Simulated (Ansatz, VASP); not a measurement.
One calculation of KCl, two programs

Contents of INCAR:

```
PREC = Accurate
ENCUT = 500
EDIFF = 1E-6
ISMEAR = 0
SIGMA = 0.02
LREAL = False
LASPH = True
NELM = 120
ALGO = Normal
ISIF = 2
LWAVE = False
LCHARG = False
NBANDS = 15
GGA_COMPAT = False
```

File KPOINTS:

```
Automatic mesh
0
Gamma
  6 6 6
```

POSCAR

```
KCl
1.0
    3.5994822612      0.0000000000      0.0000000000
    0.0000000000      3.5994822612      0.0000000000
    0.0000000000      0.0000000000      3.5994822612
K Cl
1 1
Direct
    0.0000000000      0.0000000000      0.0000000000
    0.5000000000      0.5000000000      0.5000000000
```

Input for Ansatz:

```yaml
crystal:
  lattice:
    - [3.5994822612, 0.0, 0.0]
    - [0.0, 3.5994822612, 0.0]
    - [0.0, 0.0, 3.5994822612]
  atoms:
    - { symbol: K, position: [0.0, 0.0, 0.0] }
    - { symbol: Cl, position: [0.5, 0.5, 0.5] }
basis: {}
kpoints:
  mp_grid: { grid: [6, 6, 6] }
hamiltonian:
  xc: lda
  pseudopotentials: { kind: all_electron, lapw: {} }
scf:
  occupations: { method: gaussian, width: 0.02 }
output:
  forces: true
  stress: true
  eigenvalues: true
```

Alike in both runs: task single point; functional LDA; k mesh 6 × 6 × 6; occupations gaussian, width 0.02 eV; no spin polarisation.

|  | VASP | Ansatz |
| --- | --- | --- |
| version | VASP 6.6.1 | Ansatz 0.2.0 |
| potentials or method | VASP PAW LDA potentials, release 64 (K_sv, Cl), cutoff 500 eV | scalar-relativistic, all-electron LAPW |

Ansatz gave:

```
gap on the k mesh at the Fermi level (eV) : 5.29
least direct gap on the mesh (eV)         : 5.53
pressure (GPa)                            : 1.0
```

Q: Which values does VASP return?

A: gap on the k mesh at the Fermi level (eV): 5.29; least direct gap on the mesh (eV): 5.54; pressure (GPa): 1.1.

LDA's correlation is that of Perdew and Zunger in VASP and of Perdew and Wang (1992) in Ansatz. Ansatz ran all-electron here, and VASP with PAW potentials.
